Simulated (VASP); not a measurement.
# HfSiO4 (I4_1/amd) in VASP: a series of runs

HfSiO4 is run at these levels: r2SCAN; tasks: single point.

Everything below comes from runs of VASP 6.6.1. Logs are shortened: lines on timing, memory, paths and dates and some standing lists are left out, and cuts for length are marked.

## Step 1: The cell of the first run

Symmetry: I4_1/amd, No. 141, tetragonal system. Conventional cell: a = 6.582 Å, b = 6.582 Å, c = 5.852 Å, α = 90.00°, β = 90.00°, γ = 90.00°. Within 2.8 Å of Hf (site symmetry -4m2) lie 8 O at 2.11 to 2.23 Å. Si (site symmetry -4m2) has 4 O at 1.61 Å within 2.1 Å. Within 2.1 Å of O (site symmetry m) lie 1 Si at 1.61 Å.

## Step 2: Single point, r2SCAN (uniaxial z strain -2.0%)

POSCAR reads:

```
HfSiO4
1.0
   -3.2908231527      3.2908231527      2.9260535667
    3.2908231527     -3.2908231527      2.9260535667
    3.2908231527      3.2908231527     -2.9260535667
Hf Si O
2 2 8
Direct
    0.0000000000      0.0000000000      0.0000000000
    0.7500000000      0.2500000000      0.5000000000
    0.2500000000      0.7500000000      0.5000000000
    0.5000000000      0.5000000000      0.0000000000
    0.1345416087      0.3195936553      0.8149479534
    0.0695936553      0.7546457019      0.6850520466
    0.0695936553      0.3845416087      0.3149479534
    0.5046457019      0.3195936553      0.1850520466
    0.6804063447      0.4953542981      0.8149479534
    0.6154583913      0.9304063447      0.6850520466
    0.2453542981      0.9304063447      0.3149479534
    0.6804063447      0.8654583913      0.1850520466
```

INCAR.step1 reads:

```
SYSTEM = HfSiO4
PREC = Accurate
ENCUT = 520
ISMEAR = 0
SIGMA = 0.01
LREAL = .FALSE.
LASPH = .TRUE.
NELM = 80
NBANDS = 50
GGA = PE
ALGO = Normal
EDIFF = 1E-4
LWAVE = .TRUE.
LCHARG = .FALSE.
```

INCAR.step2 reads:

```
SYSTEM = HfSiO4
PREC = Accurate
ENCUT = 520
EDIFF = 1E-6
ISMEAR = 0
SIGMA = 0.01
LREAL = .FALSE.
LASPH = .TRUE.
NELM = 80
ALGO = Normal
ISIF = 2
LWAVE = .FALSE.
LCHARG = .FALSE.
METAGGA = R2SCAN
LMIXTAU = .TRUE.
NBANDS = 50
ISTART = 1
```

KPOINTS reads:

```
Automatic mesh
0
G
  6 6 6
  0 0 0
```

Potentials or basis: VASP PAW PBE potentials, release 64 (Hf_pv, Si, O).

Started as:

```bash
$ cat potpaw_PBE.64/Hf_pv/POTCAR potpaw_PBE.64/Si/POTCAR potpaw_PBE.64/O/POTCAR > POTCAR
$ cp INCAR.step1 INCAR
$ mpirun -np 1 vasp_std > vasp.out
$ cp INCAR.step2 INCAR
$ mpirun -np 1 vasp_std > vasp.out
```

OUTCAR:

```text
SYSTEM = HfSiO4
   PREC = Accurate
   ENCUT = 520
   EDIFF = 1E-6
   ISMEAR = 0
   LREAL = .FALSE.
   LASPH = .TRUE.
   NELM = 80
   ISIF = 2
   METAGGA = R2SCAN
   ISTART = 1

 ion  position               nearest neighbor table
   1  0.000  0.000  0.000-   6 2.11  11 2.11  10 2.11   7 2.11   5 2.23  12 2.23   8 2.23   9 2.23
                             4 2.93   4 2.93   2 3.60   2 3.60   2 3.60   2 3.60
   2  0.750  0.250  0.500-   8 2.11   9 2.11   5 2.11  12 2.11  10 2.23   7 2.23   6 2.23  11 2.23
                             3 2.93   3 2.93   1 3.60   1 3.60   1 3.60   1 3.60
   3  0.250  0.750  0.500-   7 1.61  10 1.61   6 1.61  11 1.61   2 2.93   2 2.93
   4  0.500  0.500  0.000-   5 1.61  12 1.61   9 1.61   8 1.61   1 2.93   1 2.93
   5  0.135  0.320  0.815-   4 1.61   2 2.11   1 2.23
   6  0.070  0.755  0.685-   3 1.61   1 2.11   2 2.23
   7  0.070  0.385  0.315-   3 1.61   1 2.11   2 2.23
   8  0.505  0.320  0.185-   4 1.61   2 2.11   1 2.23
   9  0.680  0.495  0.815-   4 1.61   2 2.11   1 2.23
  10  0.615  0.930  0.685-   3 1.61   1 2.11   2 2.23
  11  0.245  0.930  0.315-   3 1.61   1 2.11   2 2.23
  12  0.680  0.865  0.185-   4 1.61   2 2.11   1 2.23

  LATTYP: Found a body centered tetragonal cell.
 ALAT       =     6.5816463054
 C/A-ratio  =     0.8891555185

  Lattice vectors:

 A1 = (  -3.2908231527,   3.2908231527,   2.9260535667)
 A2 = (   3.2908231527,  -3.2908231527,   2.9260535667)
 A3 = (   3.2908231527,   3.2908231527,  -2.9260535667)

Analysis of symmetry for initial positions (statically):
=====================================================================
 Subroutine PRICEL returns:
 Original cell was already a primitive cell.

 Routine SETGRP: Setting up the symmetry group for a
 body centered tetragonal supercell.

 Subroutine GETGRP returns: Found 16 space group operations
 (whereof  8 operations were pure point group operations)
 out of a pool of 16 trial point group operations.

The static configuration has the point symmetry D_2d.
 The point group associated with its full space group is D_4h.

Analysis of symmetry for dynamics (positions and initial velocities):
=====================================================================
 Subroutine PRICEL returns:
 Original cell was already a primitive cell.

 Routine SETGRP: Setting up the symmetry group for a
 body centered tetragonal supercell.

 Subroutine GETGRP returns: Found 16 space group operations
 (whereof  8 operations were pure point group operations)
 out of a pool of 16 trial point group operations.

The dynamic configuration has the point symmetry D_2d.
 The point group associated with its full space group is D_4h.

 Subroutine INISYM returns: Found 16 space group operations
 (whereof  8 operations are pure point group operations),
 and found     1 'primitive' translations

----------------------------------------------------------------------------------------

                                     Primitive cell

  volume of cell :     126.7510

  direct lattice vectors                    reciprocal lattice vectors
    -3.290823153  3.290823153  2.926053567     0.000000000  0.151937669  0.170878622
     3.290823153 -3.290823153  2.926053567     0.151937669  0.000000000  0.170878622
     3.290823153  3.290823153 -2.926053567     0.151937669  0.151937669  0.000000000

  length of vectors
     5.497346953  5.497346953  5.497346953     0.228658170  0.228658170  0.214872313

  position of ions in fractional coordinates (direct lattice)
     0.000000000  0.000000000  0.000000000
     0.750000000  0.250000000  0.500000000
     0.250000000  0.750000000  0.500000000
     0.500000000  0.500000000  0.000000000
     0.134541609  0.319593655  0.814947953
     0.069593655  0.754645702  0.685052047
     0.069593655  0.384541609  0.314947953
     0.504645702  0.319593655  0.185052047
     0.680406345  0.495354298  0.814947953
     0.615458391  0.930406345  0.685052047
     0.245354298  0.930406345  0.314947953
     0.680406345  0.865458391  0.185052047

  ion indices of the primitive-cell ions
   primitive index   ion index
                 1           1
                 2           2
                 3           3
                 4           4
                 5           5
                 6           6
                 7           7
                 8           8
                 9           9
                10          10
                11          11
                12          12

----------------------------------------------------------------------------------------

 KPOINTS: Automatic mesh

Automatic generation of k-mesh.
 Grid dimensions read from file:
 generate k-points for:    6    6    6

 Generating k-lattice:

  Cartesian coordinates                     Fractional coordinates (reciprocal lattice)
     0.000000000  0.025322945  0.028479770     0.166666667  0.000000000 -0.000000000
     0.025322945  0.000000000  0.028479770     0.000000000  0.166666667 -0.000000000
     0.025322945  0.025322945  0.000000000     0.000000000  0.000000000  0.166666667

  Length of vectors
     0.038109695  0.038109695  0.035812052

  Shift w.r.t. Gamma in fractional coordinates (k-lattice)
     0.000000000  0.000000000  0.000000000

 Subroutine IBZKPT returns following result:
 ===========================================

 Found     30 irreducible k-points:

 Following reciprocal coordinates:
            Coordinates               Weight
  0.000000  0.000000  0.000000      1.000000
  0.166667  0.000000 -0.000000      8.000000
  0.333333  0.000000  0.000000      8.000000
  0.500000 -0.000000  0.000000      4.000000
  0.166667  0.166667 -0.000000      8.000000
  0.333333  0.166667  0.000000     16.000000
[... 16 lines left out ...]
 -0.333333 -0.333333  0.166667      8.000000
 -0.166667 -0.333333  0.166667      8.000000
 [... further k-points ...]
   k-points           NKPTS =     30   k-points in BZ     NKDIM =     30   number of bands    NBANDS=     50
   number of dos      NEDOS =    301   number of ions     NIONS =     12
   total plane-waves  NPLWV =  74088
   dimension x,y,z NGX =    42 NGY =   42 NGZ =   42
   dimension x,y,z NGXF=    84 NGYF=   84 NGZF=   84
   ions per type =               2   2   8
   NGX,Y,Z   is equivalent  to a cutoff of  12.70, 12.70, 12.70 a.u.
   NGXF,Y,Z  is equivalent  to a cutoff of  25.40, 25.40, 25.40 a.u.
 SYSTEM =  HfSiO4
   PREC   = accura    normal or accurate (medium, high low for compatibility)
   ISTART =      1    job   : 0-new  1-cont  2-samecut
   ICHARG =      0    charge: 1-file 2-atom 10-const
   ISPIN  =      1    spin polarized calculation?
   LNONCOLLINEAR =      F non collinear calculations
   LSORBIT =      F    spin-orbit coupling
   LASPH  =      T    aspherical Exc in radial PAW
   ENCUT  =  520.0 eV  38.22 Ry    6.18 a.u.  10.22 10.22 10.22*2*pi/ulx,y,z
   NELM   =     80;   NELMIN=  2; NELMDL=  0     # of ELM steps
   EDIFF  = 0.1E-05   stopping-criterion for ELM
   LREAL  =      F    real-space projection
   EDIFFG = 0.1E-04   stopping-criterion for IOM
   NSW    =      0    number of steps for IOM
   IBRION =     -1    ionic relax: 0-MD 1-quasi-New 2-CG
   NFREE  =      0    steps in history (QN), initial steepest desc. (CG)
   ISIF   =      2    stress and relaxation
   ISYM   =      2    0-nonsym 1-usesym 2-fastsym
   POTIM  = 0.5000    time-step for ionic-motion
   TEBEG  =    0.0;   TEEND  =   0.0 temperature during run
   PSTRESS=    0.0 pullay stress
   NELECT =      76.0000    total number of electrons
   NUPDOWN=      -1.0000    fix difference up-down
   EMIN   =  10.00;   EMAX   =-10.00  energy-range for DOS
   EFERMI =   0.00;   METHOD = LEGACY
   ISMEAR =     0;   SIGMA  =   0.01  broadening in eV -4-tet -1-fermi 0-gaus
   EFERMI_NEDOS =   21; number of points for ismear=-14 and -15
   IALGO  =     38    algorithm
   IMIX   =      4    mixing-type and parameters
     AMIX     =   0.40;   BMIX     =  1.00
     AMIX_MAG =   1.60;   BMIX_MAG =  1.00
  volume/ion in A,a.u.               =      10.56        71.28
  Fermi-wavevector in a.u.,A,eV,Ry     =   1.380476  2.608722 25.928819  1.905714
  Thomas-Fermi vector in A             =   2.505350
   LORBIT       =      0    0 simple, 1 ext, 2 COOP (PROOUT), +10 PAW based schemes
   METAGGA = R2SCAN    functional components
   LHFCALC =     F    Hartree Fock is set to
   AEXX    =    0.0000 exact exchange contribution
   IVDW    =     0    specifies the selected vdW correction
   LEPSILON=     F    determine dielectric tensor
   LRPA    =     F    only Hartree local field effects (RPA)
 non-spin polarized calculation
 Gauss-broadening in eV      SIGMA  =   0.01
  energy-cutoff  :      520.00
  volume of cell :      126.75
 maximum number of plane-waves:      3435
 NGX is ok and might be reduce to    42
   NGX = 21   NGY = 21   NGZ = 21

 number of electron      76.0000000 magnetization

 Free energy of the ion-electron system (eV)
  ---------------------------------------------------
  ext. energy  EPLUGINS =         0.00000000
  ---------------------------------------------------
  free energy    TOTEN  =      -197.58087780 eV

  energy without entropy =     -197.58087780  energy(sigma->0) =     -197.58087780

 E-fermi :   3.0917     XC(G=0): -11.8092

 val. band max:        2.9939695168   @ k =   0.0000   0.0000   0.0000
 cond. band min:       9.0577110774   @ k =   0.3333   0.1667   0.1667
 fundamental gap:      6.0637415606
 Fermi energy:         3.0916552249

 k-point     1 :       0.0000    0.0000    0.0000
  band No.  band energies     occupation
      1     -27.1775      2.00000
      2     -27.1775      2.00000
      3     -27.1292      2.00000
      4     -27.1076      2.00000
      5     -26.9758      2.00000
      6     -26.9758      2.00000
[... 42 lines left out ...]
     49      13.1863      0.00000
     50      13.7773      0.00000
[... 1217 lines left out ...]
     49      12.7679      0.00000
     50      13.7546      0.00000

 [... further k-points ...]

------------------------ aborting loop because EDIFF is reached ----------------------------------------

  FORCE on cell =-STRESS in cart. coord.  units (eV):
  Direction    XX          YY          ZZ          XY          YZ          ZX
  --------------------------------------------------------------------------------------
  -------------------------------------------------------------------------------------
  Total        0.9205297      0.9205297      7.3215567      0.0000000      0.0000000      0.0000000
  in kB       11.6358214     11.6358214     92.5470674      0.0000000      0.0000000      0.0000000
  external PRESSURE =      38.6062367 kB  Pullay stress =       0.0000000 kB

 VOLUME and BASIS-vectors are now :
 -----------------------------------------------------------------------------
  energy-cutoff  :      520.00
  volume of cell :      126.75
      direct lattice vectors                 reciprocal lattice vectors
    -3.290823153  3.290823153  2.926053567     0.000000000  0.151937669  0.170878622
     3.290823153 -3.290823153  2.926053567     0.151937669  0.000000000  0.170878622
     3.290823153  3.290823153 -2.926053567     0.151937669  0.151937669  0.000000000

 POSITION                                       TOTAL-FORCE (eV/Angst)
 -----------------------------------------------------------------------------------
      0.00000      0.00000      0.00000         0.000000      0.000000      0.000000
      0.00000      3.29082      1.46303        -0.000000      0.000000      0.000000
      3.29082      0.00000      1.46303        -0.000000      0.000000      0.000000
      0.00000      0.00000      2.92605         0.000000      0.000000      0.000000
      3.29082      2.07288     -1.05576        -0.000000     -0.151262     -0.161016
      4.50877     -0.00000      0.40727         0.151262      0.000000     -0.161016
      2.07288      0.00000      0.40727        -0.151262      0.000000     -0.161016
     -0.00000      1.21795      1.87030         0.000000      0.151262     -0.161016
      2.07288      3.29082      1.05576        -0.151262     -0.000000      0.161016
      3.29082      1.21795      2.51878         0.000000      0.151262      0.161016
      3.29082     -1.21795      2.51878        -0.000000     -0.151262      0.161016
      1.21795      0.00000      3.98181         0.151262      0.000000      0.161016
 -----------------------------------------------------------------------------------
    total drift:                               -0.000000      0.000000      0.000000

  FREE ENERGIE OF THE ION-ELECTRON SYSTEM (eV)
  ---------------------------------------------------
  free  energy   TOTEN  =      -197.5808777961 eV

  energy  without entropy=     -197.5808777961  energy(sigma->0) =     -197.58087780
```

Wall time 13 min (1 thread of AMD EPYC 7R43 (Zen 3), shared host); peak memory 0.33 GiB.

Results:

| Item | Value |
| --- | --- |
| Free energy | -197.5809 eV |
| Pressure | 3.9 GPa |
| Largest force | 0.221 eV/Å |
| Band gap on the k mesh | 6.06 eV, indirect (least direct gap 6.37 eV) |

Forces on the atoms (eV/Å):
```
Hf   0.000  0.000  0.000
Hf   0.000  0.000  0.000
Si   0.000  0.000  0.000
Si   0.000  0.000  0.000
O    0.000 -0.151 -0.161
O    0.151  0.000 -0.161
O   -0.151  0.000 -0.161
O    0.000  0.151 -0.161
O   -0.151  0.000  0.161
O    0.000  0.151  0.161
O    0.000 -0.151  0.161
O    0.151  0.000  0.161
```

Stress tensor (GPa, compression positive):
```
1.16 0.00 0.00
0.00 1.16 0.00
0.00 0.00 9.25
```

Levels at points of the mesh, in eV from the valence-band top:
```tsv
k point	band 36	band 37	band 38	band 39	band 40	band 41
(0.00, 0.00, 0.00)	-0.62	-0.60	0.00	6.37	6.73	6.94
(0.50, 0.00, 0.00)	-0.89	-0.24	-0.23	6.29	6.48	7.32
(0.50, 0.50, 0.00)	-0.95	-0.63	-0.63	6.09	6.09	7.31
(0.50, 0.50, 0.50)	-1.09	-0.97	-0.97	6.90	6.90	7.30
```

Caveat: the cell differs from its parent crystal (uniaxial z strain -2.0%); the PAW data sets were made with another functional, which shifts forces and pressure a little; spin-orbit coupling is left out, which moves the levels of the heavy elements. A k mesh can miss the band edges.

(Continued in part 2 of 2.)
